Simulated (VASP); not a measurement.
# Sb (P6_3/mmc) in VASP: notebook

Runs on Sb. Level: PBE. Tasks: single point, relaxation of cell and atoms.

Program: VASP 6.6.1. These are calculated values, not measurements. Logs are shortened: lines on timing, memory, paths and dates and some standing lists are left out, and cuts for length are marked.

## Step 1: The cell of the first run

It takes space group P6_3/mmc (No. 194, hexagonal). Conventional cell: a = 3.455 Å, b = 3.455 Å, c = 5.296 Å, α = 90.00°, β = 90.00°, γ = 120.00°. Sb (site symmetry -6m2) has 12 Sb at 3.32 to 3.46 Å within 4.4 Å.

This isn't the form of Sb at room conditions, which is rhombohedral.

## Step 2: Single point, PBE

File INCAR:

```
  PREC = Accurate
  ENCUT = 520
  EDIFF = 1E-6
  ISMEAR = -1
  SIGMA = 0.08
  LREAL = F
  LASPH = T
  NELM = 60
  ALGO = Normal
  ISIF = 2
  LWAVE = F
  LCHARG = T
  GGA = PE
  LELF = T
  LVHAR = T
  NBANDS = 12
```

File KPOINTS:

```
regular mesh
0
Gamma
  13 13 7
```

File POSCAR:

```
Sb
1.0
    3.4554334668      0.0000000000      0.0000000000
   -1.7277167334      2.9924931634      0.0000000000
    0.0000000000      0.0000000000      5.2958207509
Sb
2
Direct
    0.3333333333      0.6666666667      0.2500000000
    0.6666666667      0.3333333333      0.7500000000
```

Potentials or basis: VASP PAW PBE potentials, release 64 (Sb).

Run with:

```console
$ cat potpaw_PBE.64/Sb/POTCAR > POTCAR
$ mpirun -np 1 vasp_std > vasp.out
```

OUTCAR:

```text
PREC = Accurate
   ENCUT = 520
   EDIFF = 1E-6
   ISMEAR = -1
   LREAL = F
   LASPH = T
   NELM = 60
   ISIF = 2
   GGA = PE

 ion  position               nearest neighbor table
   1  0.333  0.667  0.250-   2 3.32   2 3.32   2 3.32   2 3.32   2 3.32   2 3.32
   2  0.667  0.333  0.750-   1 3.32   1 3.32   1 3.32   1 3.32   1 3.32   1 3.32

  LATTYP: Found a hexagonal cell.
 ALAT       =     3.4554334668
 C/A-ratio  =     1.5326067776

  Lattice vectors:

 A1 = (   3.4554334668,   0.0000000000,   0.0000000000)
 A2 = (  -1.7277167334,   2.9924931634,   0.0000000000)
 A3 = (   0.0000000000,   0.0000000000,   5.2958207509)

Analysis of symmetry for initial positions (statically):
=====================================================================
 Subroutine PRICEL returns:
 Original cell was already a primitive cell.

 Routine SETGRP: Setting up the symmetry group for a
 hexagonal supercell.

 Subroutine GETGRP returns: Found 24 space group operations
 (whereof 12 operations were pure point group operations)
 out of a pool of 24 trial point group operations.

The static configuration has the point symmetry D_3d.
 The point group associated with its full space group is D_6h.

Analysis of symmetry for dynamics (positions and initial velocities):
=====================================================================
 Subroutine PRICEL returns:
 Original cell was already a primitive cell.

 Routine SETGRP: Setting up the symmetry group for a
 hexagonal supercell.

 Subroutine GETGRP returns: Found 24 space group operations
 (whereof 12 operations were pure point group operations)
 out of a pool of 24 trial point group operations.

The dynamic configuration has the point symmetry D_3d.
 The point group associated with its full space group is D_6h.

 Subroutine INISYM returns: Found 24 space group operations
 (whereof 12 operations are pure point group operations),
 and found     1 'primitive' translations

----------------------------------------------------------------------------------------

                                     Primitive cell

  volume of cell :      54.7607

  direct lattice vectors                    reciprocal lattice vectors
     3.455433467  0.000000000  0.000000000     0.289399292  0.167084759  0.000000000
    -1.727716733  2.992493163  0.000000000     0.000000000  0.334169519  0.000000000
     0.000000000  0.000000000  5.295820751     0.000000000  0.000000000  0.188828143

  length of vectors
[... 85 lines left out ...]
   NSW    =      0    number of steps for IOM
   IBRION =     -1    ionic relax: 0-MD 1-quasi-New 2-CG
   NFREE  =      0    steps in history (QN), initial steepest desc. (CG)
   ISIF   =      2    stress and relaxation
   ISYM   =      2    0-nonsym 1-usesym 2-fastsym
   POTIM  = 0.5000    time-step for ionic-motion
   TEBEG  =    0.0;   TEEND  =   0.0 temperature during run
   PSTRESS=    0.0 pullay stress
   NELECT =      10.0000    total number of electrons
   NUPDOWN=      -1.0000    fix difference up-down
   EMIN   =  10.00;   EMAX   =-10.00  energy-range for DOS
   EFERMI =   0.00;   METHOD = LEGACY
   ISMEAR =    -1;   SIGMA  =   0.08  broadening in eV -4-tet -1-fermi 0-gaus
   EFERMI_NEDOS =   21; number of points for ismear=-14 and -15
   IALGO  =     38    algorithm
   IMIX   =      4    mixing-type and parameters
     AMIX     =   0.40;   BMIX     =  1.00
     AMIX_MAG =   1.60;   BMIX_MAG =  1.00
  volume/ion in A,a.u.               =      27.38       184.77
  Fermi-wavevector in a.u.,A,eV,Ry     =   0.928792  1.755163 11.737130  0.862655
  Thomas-Fermi vector in A             =   2.055006
   LORBIT       =      0    0 simple, 1 ext, 2 COOP (PROOUT), +10 PAW based schemes
   GGA     = PE    functional components
   LHFCALC =     F    Hartree Fock is set to
   AEXX    =    0.0000 exact exchange contribution
   IVDW    =     0    specifies the selected vdW correction
   LEPSILON=     F    determine dielectric tensor
   LRPA    =     F    only Hartree local field effects (RPA)
 non-spin polarized calculation
  energy-cutoff  :      520.00
  volume of cell :       54.76
 maximum number of plane-waves:      1490
 NGX is ok and might be reduce to    28

 number of electron      10.0000001 magnetization

 Free energy of the ion-electron system (eV)
  ---------------------------------------------------
  ext. energy  EPLUGINS =         0.00000000
  ---------------------------------------------------
  free energy    TOTEN  =        -7.73929489 eV

  energy without entropy =       -7.71085693  energy(sigma->0) =       -7.72507591

 E-fermi :   8.3040     XC(G=0): -10.1563

 val. band max:        8.2658277798   @ k =   0.3077   0.0769   0.1429
 cond. band min:       8.3325776387   @ k =   0.2308   0.1538   0.4286
 fundamental gap:      0.0667498589
 Fermi energy:         8.3039704298

 k-point     1 :       0.0000    0.0000    0.0000
  band No.  band energies     occupation
      1      -4.5013      2.00000
      2      -0.2343      2.00000
      3       2.7164      2.00000
      4      11.1153      0.00000
      5      11.1153      0.00000
      6      12.9428      0.00000
      7      12.9428      0.00000
      8      14.3645      0.00000
      9      15.1324      0.00000
     10      16.8717      0.00000
     11      17.8890      0.00000
     12      17.8890      0.00000
[... 331 lines left out ...]
 k-point    24 :       0.1538   -0.0000    0.1429
  band No.  band energies     occupation
      1      -4.0046      2.00000
      2      -0.4884      2.00000
      3       3.8796      2.00000
      4       8.5105      0.14065
      5      10.1755      0.00000
      6      10.9722      0.00000
      7      12.8514      0.00000
      8      12.9634      0.00000
      9      15.0256      0.00000
     10      17.2157      0.00000
     11      17.5068      0.00000
     12      17.9413      0.00000

 [... further k-points ...]
[... 5 lines left out ...]
  --------------------------------------------------------------------------------------
  -------------------------------------------------------------------------------------
  Total       -0.0084526     -0.0084526     -0.0142149      0.0000000      0.0000000      0.0000000
  in kB       -0.2473056     -0.2473056     -0.4158975      0.0000000      0.0000000      0.0000000
  external PRESSURE =      -0.3035029 kB  Pullay stress =       0.0000000 kB

 VOLUME and BASIS-vectors are now :
 -----------------------------------------------------------------------------
  energy-cutoff  :      520.00
  volume of cell :       54.76
      direct lattice vectors                 reciprocal lattice vectors
     3.455433467  0.000000000  0.000000000     0.289399292  0.167084759  0.000000000
    -1.727716733  2.992493163  0.000000000     0.000000000  0.334169519  0.000000000
     0.000000000  0.000000000  5.295820751     0.000000000  0.000000000  0.188828143

 POSITION                                       TOTAL-FORCE (eV/Angst)
 -----------------------------------------------------------------------------------
     -0.00000      1.99500      1.32396         0.000000     -0.000000      0.000000
      1.72772      0.99750      3.97187        -0.000000      0.000000      0.000000
 -----------------------------------------------------------------------------------
    total drift:                               -0.000000      0.000000     -0.000000

  FREE ENERGIE OF THE ION-ELECTRON SYSTEM (eV)
  ---------------------------------------------------
  free  energy   TOTEN  =        -7.7392948851 eV

  energy  without entropy=       -7.7108569252  energy(sigma->0) =       -7.72507591
```

It took 58 s on 1 thread of AMD EPYC 7R13, shared host; peak memory 0.18 GiB.

What came out:

```yaml
Free_energy: -7.7393 eV
Pressure: 0.0 GPa
Band_gap_on_the_k_mesh: zero (bands 5 and 6 overlap by 6.06 eV)
```

Caveat: spin-orbit coupling is left out, which moves the levels of the heavy elements.

## Step 3: Single point, PBE

File INCAR:

```
SYSTEM = Sb
ALGO = Normal ; EDIFF = 1E-6
ENCUT = 520 ; GGA = PE
ISIF = 2 ; ISMEAR = -1
LASPH = .TRUE. ; LCHARG = .TRUE.
LELF = .TRUE. ; LREAL = .FALSE.
LVHAR = .TRUE. ; LWAVE = .FALSE.
NBANDS = 12 ; NELM = 60
PREC = Accurate ; SIGMA = 0.08
```

File KPOINTS:

```
k-points
0
G
  13 13 7
  0 0 0
```

POSCAR is that of step 2.

Potentials or basis: VASP PAW PBE potentials, release 64 (Sb).

Run with:

```console
$ cat potpaw_PBE.64/Sb/POTCAR > POTCAR
$ mpirun -np 1 vasp_std > vasp.out
```

Wall time 59 s (1 thread of AMD EPYC 7R13, shared host); peak memory 0.17 GiB.

Results (log left out):

```
Free energy            : -7.7393 eV
Pressure               : 0.0 GPa
Band gap on the k mesh : zero (bands 5 and 6 overlap by 6.06 eV)
```

Levels at points of the mesh, in eV from the Fermi level:
| k point | band 1 | band 2 | band 3 | band 4 | band 5 | band 6 | band 7 | band 8 | band 9 | band 10 |
| --- | --- | --- | --- | --- | --- | --- | --- | --- | --- | --- |
| (0.00, 0.00, 0.00) | -12.81 | -8.54 | -5.59 | 2.81 | 2.81 | 4.64 | 4.64 | 6.06 | 6.83 | 8.57 |

Caveat: spin-orbit coupling is left out, which moves the levels of the heavy elements.

## Step 4: Relaxation of cell and atoms, PBE, target pressure 0.11 GPa, at which the enthalpy is minimised

File INCAR:

```
SYSTEM = Sb
PREC = Accurate
ENCUT = 600
EDIFF = 1E-6
ISMEAR = -1
SIGMA = 0.08
LREAL = .False.
LASPH = .True.
NELM = 80
ALGO = Normal
ISIF = 3
LWAVE = .False.
LCHARG = .False.
GGA = PE
IBRION = 2
NSW = 32
EDIFFG = -0.005
PSTRESS = 1.1
```

File KPOINTS:

```
regular mesh
0
Gamma
  13 13 7
  0 0 0
```

POSCAR is that of step 3.

Run with:

```console
$ cat potpaw_PBE.64/Sb/POTCAR > POTCAR
$ mpirun -np 1 vasp_std > vasp.out
```

It took 33 s on 1 thread of Intel Xeon 6975P-C (Granite Rapids), shared host; peak memory 0.21 GiB.

The run converged. Its results:

| Item | Value |
| --- | --- |
| Free energy | -7.7393 eV |
| Relaxed volume | 27.31 Å³/atom |
| Relaxed cell | a = 3.453 Å, b = 3.453 Å, c = 5.291 Å, α = 90.00°, β = 90.00°, γ = 120.00° |
| Space group after relaxing (to 0.1 Å) | P6_3/mmc (No. 194) |
| Energy change on relaxing (the run minimises the enthalpy) | +0.0 meV/atom |
| Ionic steps | 3 |
| Pressure after relaxing | 0.1 GPa |
| Band gap on the k mesh | zero (bands 5 and 6 overlap by 6.08 eV) |

Final structure:
```
CELL_PARAMETERS angstrom
3.45274 0.00000 0.00000
-1.72637 2.99016 0.00000
0.00000 0.00000 5.29119
ATOMIC_POSITIONS crystal
Sb 0.33333 0.66667 0.25000
Sb 0.66667 0.33333 0.75000
```

Levels at points of the mesh, in eV from the Fermi level:
```tsv
k point	band 2	band 3	band 4	band 5	band 6	band 7	band 8	band 9
(0.00, 0.00, 0.00)	-8.54	-5.60	2.82	2.82	4.65	4.65	6.08	6.84
```

Caveat: the cell is relaxed towards a set pressure, so the run minimises the enthalpy, not the energy; spin-orbit coupling is left out, which moves the levels of the heavy elements.

## Step 5: Relaxation of cell and atoms, PBE, target pressure 0.11 GPa, at which the enthalpy is minimised

This run uses another cell than the first one, of the same volume but with other edges.

File INCAR:

```
PREC = Accurate ; ENCUT = 600
EDIFF = 1E-6 ; ISMEAR = -1
SIGMA = 0.08 ; LREAL = F
LASPH = T ; NELM = 60
ALGO = Normal ; ISIF = 3
LWAVE = F ; LCHARG = F
GGA = PE ; IBRION = 2
NSW = 60 ; EDIFFG = -0.005
PSTRESS = 1.1
```

File KPOINTS:

```
Automatic mesh
0
Gamma
  13 13 7
```

File POSCAR:

```
Sb
1.0
    3.3936677790      0.0000000000      0.0000000000
   -1.6968338895      2.9390025086      0.0000000000
    0.0000000000      0.0000000000      5.4977418019
Sb
2
Direct
    0.3333333333      0.6666666667      0.2500000000
    0.6666666667      0.3333333333      0.7500000000
```

Potentials or basis: VASP PAW PBE potentials, release 64 (Sb).

Run with:

```console
$ cat potpaw_PBE.64/Sb/POTCAR > POTCAR
$ mpirun -np 1 vasp_std > vasp.out
```

OUTCAR:

```text
PREC = Accurate
   ENCUT = 600
   EDIFF = 1E-6
   ISMEAR = -1
   LREAL = F
   LASPH = T
   NELM = 60
   ISIF = 3
   GGA = PE
   IBRION = 2
   NSW = 60
   EDIFFG = -0.005
   PSTRESS = 1.1

 ion  position               nearest neighbor table
   1  0.333  0.667  0.250-   2 3.38   2 3.38   2 3.38   2 3.38   2 3.38   2 3.38
   2  0.667  0.333  0.750-   1 3.38   1 3.38   1 3.38   1 3.38   1 3.38   1 3.38

  LATTYP: Found a hexagonal cell.
 ALAT       =     3.3936677790
 C/A-ratio  =     1.6200000000

  Lattice vectors:

 A1 = (   3.3936677790,   0.0000000000,   0.0000000000)
 A2 = (  -1.6968338895,   2.9390025086,   0.0000000000)
 A3 = (   0.0000000000,   0.0000000000,   5.4977418019)

Analysis of symmetry for initial positions (statically):
=====================================================================
 Subroutine PRICEL returns:
 Original cell was already a primitive cell.

 Routine SETGRP: Setting up the symmetry group for a
 hexagonal supercell.

 Subroutine GETGRP returns: Found 24 space group operations
 (whereof 12 operations were pure point group operations)
 out of a pool of 24 trial point group operations.

The static configuration has the point symmetry D_3d.
 The point group associated with its full space group is D_6h.

[... 271 lines left out ...]

  enthalpy is  TOTEN    =        -7.6984329043 eV   P V=        0.0371290861

[... ionic steps 4 to 8 ...]

--------------------------------------- Ionic step        9  -------------------------------------------

 number of electron       9.9999999 magnetization

------------------------ aborting loop because EDIFF is reached ----------------------------------------
[... 71 lines left out ...]
--------------------------------------- Ionic step       11  -------------------------------------------

 number of electron       9.9999999 magnetization

 Free energy of the ion-electron system (eV)
  ---------------------------------------------------
  ext. energy  EPLUGINS =         0.00000000
  ---------------------------------------------------
  free energy    TOTEN  =        -7.73933935 eV

  energy without entropy =       -7.71091849  energy(sigma->0) =       -7.72512892

 E-fermi :   8.3309     XC(G=0): -10.1657

 val. band max:        8.2892078733   @ k =   0.3077   0.0769   0.1429
 cond. band min:       8.3586574859   @ k =   0.3846   0.0769   0.4286
 fundamental gap:      0.0694496126
 Fermi energy:         8.3308519566

 k-point     1 :       0.0000    0.0000    0.0000
  band No.  band energies     occupation
      1      -4.4905      2.00000
      2      -0.2032      2.00000
      3       2.7324      2.00000
      4      11.1438      0.00000
      5      11.1438      0.00000
      6      12.9787      0.00000
      7      12.9787      0.00000
      8      14.4178      0.00000
      9      15.1604      0.00000
[... 265 lines left out ...]
 k-point    24 :       0.1538   -0.0000    0.1429
  band No.  band energies     occupation
      1      -3.9928      2.00000
      2      -0.4618      2.00000
      3       3.9016      2.00000
      4       8.5342      0.14599
      5      10.2016      0.00000
      6      11.0077      0.00000
      7      12.8900      0.00000
      8      13.0056      0.00000
      9      15.0558      0.00000

 [... further k-points ...]
[... 5 lines left out ...]
  --------------------------------------------------------------------------------------
  -------------------------------------------------------------------------------------
  Total        0.0319933      0.0319933      0.0363630      0.0000000      0.0000000     -0.0000000
  in kB        0.9380669      0.9380669      1.0661901      0.0000000      0.0000000     -0.0000000
  external PRESSURE =      -0.1192254 kB  Pullay stress =       1.1000000 kB
[... 21 lines left out ...]
  energy  without entropy=       -7.7109184876  energy(sigma->0) =       -7.72512892

  enthalpy is  TOTEN    =        -7.7018232828 eV   P V=        0.0375160652

 reached required accuracy - stopping structural energy minimisation
```

OSZICAR:

```text
N       E                     dE             d eps       ncg     rms          rms(c)
DAV:   1     0.398710436009E+02    0.39871E+02   -0.39342E+03  1512   0.984E+02
DAV:   2    -0.617315225828E+01   -0.46044E+02   -0.45047E+02  2226   0.129E+02
DAV:   3    -0.772413857101E+01   -0.15510E+01   -0.15180E+01  1806   0.296E+01
[... 69 lines left out ...]
       N       E                     dE             d eps       ncg     rms          rms(c)
DAV:   1    -0.773936600028E+01   -0.84024E-04   -0.22334E-03  1606   0.271E-01    0.255E-02
DAV:   2    -0.773935095231E+01    0.15048E-04   -0.54123E-05  1556   0.546E-02    0.151E-02
DAV:   3    -0.773933928480E+01    0.11668E-04   -0.21828E-05  1591   0.255E-02    0.292E-03
DAV:   4    -0.773933934802E+01   -0.63225E-07   -0.53422E-07   794   0.551E-03
  11 F= -.77018233E+01 E0= -.76876129E+01  d E =-.759078E-04
```

It took 98 s on 1 thread of Intel Xeon 6975P-C (Granite Rapids), shared host; peak memory 0.23 GiB.

What came out:

| Property | Result |
| --- | --- |
| Free energy | -7.7393 eV |
| Relaxed volume | 27.32 Å³/atom |
| Relaxed cell | a = 3.454 Å, b = 3.454 Å, c = 5.290 Å, α = 90.00°, β = 90.00°, γ = 120.00° |
| Space group after relaxing (to 0.1 Å) | P6_3/mmc (No. 194) |
| Energy change on relaxing (the run minimises the enthalpy) | -5.8 meV/atom |
| Ionic steps | 11 |
| Pressure after relaxing | 0.1 GPa |
| Band gap on the k mesh | zero (bands 5 and 6 overlap by 6.07 eV) |

Step by step:
| step | energy change (eV) | largest force (eV/Å) | pressure (GPa) | volume (Å³) |
| --- | --- | --- | --- | --- |
| 1 | 0.0000 | 0.0000 | -0.11 | 54.83 |
| 2 | -0.0040 | 0.0000 | 0.20 | 54.54 |
| 3 | -0.0077 | 0.0000 | 0.71 | 54.08 |
| 4 | -0.0013 | 0.0000 | 1.93 | 53.13 |
| 5 | -0.0081 | 0.0000 | 0.93 | 53.88 |
| 6 | -0.0105 | 0.0000 | 0.57 | 54.20 |
| 7 | -0.0113 | 0.0000 | 0.25 | 54.51 |
| 8 | -0.0114 | 0.0000 | 0.24 | 54.52 |
| 9 | -0.0114 | 0.0000 | 0.22 | 54.54 |
| 10 | -0.0115 | 0.0000 | 0.16 | 54.59 |
| 11 | -0.0115 | 0.0000 | 0.10 | 54.64 |

Final structure:
```cif
data_structure
_symmetry_space_group_name_H-M 'P 1'
_symmetry_Int_Tables_number 1
_cell_length_a 3.4537
_cell_length_b 3.4537
_cell_length_c 5.2897
_cell_angle_alpha 90.000
_cell_angle_beta 90.000
_cell_angle_gamma 120.000
_cell_volume 54.64
loop_
_atom_site_label
_atom_site_type_symbol
_atom_site_fract_x
_atom_site_fract_y
_atom_site_fract_z
_atom_site_occupancy
Sb1 Sb 0.33333 0.66667 0.25000 1
Sb2 Sb 0.66667 0.33333 0.75000 1
```

Caveat: the cell is relaxed towards a set pressure, so the run minimises the enthalpy, not the energy; spin-orbit coupling is left out, which moves the levels of the heavy elements.

## Step 6: Overview

```csv
task,cell,cutoff (eV),gap on the mesh (eV),pressure (GPa)
single point,"a = 3.455, b = 3.455, c = 5.296 Å, angles 90.0, 90.0, 120.0°, 2 atoms",520,none,0.0
relaxation of cell and atoms,"relaxed to 0.11 GPa from a = 3.455, b = 3.455, c = 5.296 Å, angles 90.0, 90.0, 120.0°, 2 atoms",600,none,0.1
relaxation of cell and atoms,"relaxed to 0.11 GPa from a = 3.394, b = 3.394, c = 5.498 Å, angles 90.0, 90.0, 120.0°, 2 atoms",600,none,0.1
```

Alike in all rows: level PBE; potentials or basis VASP PAW PBE potentials, release 64 (Sb); no spin polarisation; k mesh 13 × 13 × 7; smearing fermi-dirac 0.08 eV.

Caveats: spin-orbit coupling is left out, which moves the levels of the heavy elements; the cell is relaxed towards a set pressure, so the run minimises the enthalpy, not the energy (at least some runs).

Absolute energies hang on the potentials; compare differences alone.
